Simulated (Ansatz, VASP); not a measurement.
Ge in VASP and in Ansatz

```xyz
4
Lattice="4.2195 0.0000 0.0000 -2.1097 3.6542 0.0000 0.0000 0.0000 5.9190" Properties=species:S:1:pos:R:3 pbc="T T T"
Ge    2.1097    1.2181    0.3724
Ge    0.0000    2.4361    3.3319
Ge    2.1097    1.2181    2.5871
Ge    0.0000    2.4361    5.5467
```

Alike in both runs: task single point; functional PBEsol; k mesh 18 × 18 × 8; occupations gaussian, width 0.15 eV; no spin polarisation.

|  | VASP | Ansatz |
| --- | --- | --- |
| version | VASP 6.6.1 | Ansatz 0.2.0 |
| potentials or method | VASP PAW PBE potentials, release 64 (Ge_d), cutoff 520 eV | scalar-relativistic, plane waves, PAW |
| valence electrons in the cell | 56 | 56 |

VASP gave:

| Quantity | Value |
| --- | --- |
| gap on the k mesh at the Fermi level (eV) | none |
| pressure (GPa) | 3.8 |
| traceless stress, the component that is largest in VASP (GPa) | 23.39 |
| rms of the force components (eV/Å) | 1.491 |

Question: Estimate Ansatz's values.

Answer: gap on the k mesh at the Fermi level (eV): none; pressure (GPa): 3.9; traceless stress, the component that is largest in VASP (GPa): 23.41; rms of the force components (eV/Å): 1.498.

VASP's potentials were made for PBE, not for PBEsol. Atom by atom the forces differ by 0.007 eV/Å (rms over components). A gap of «none» marks a metal or a gap that the smearing closes. The functional is the same, so the differences come from potentials, cutoffs and numerics.
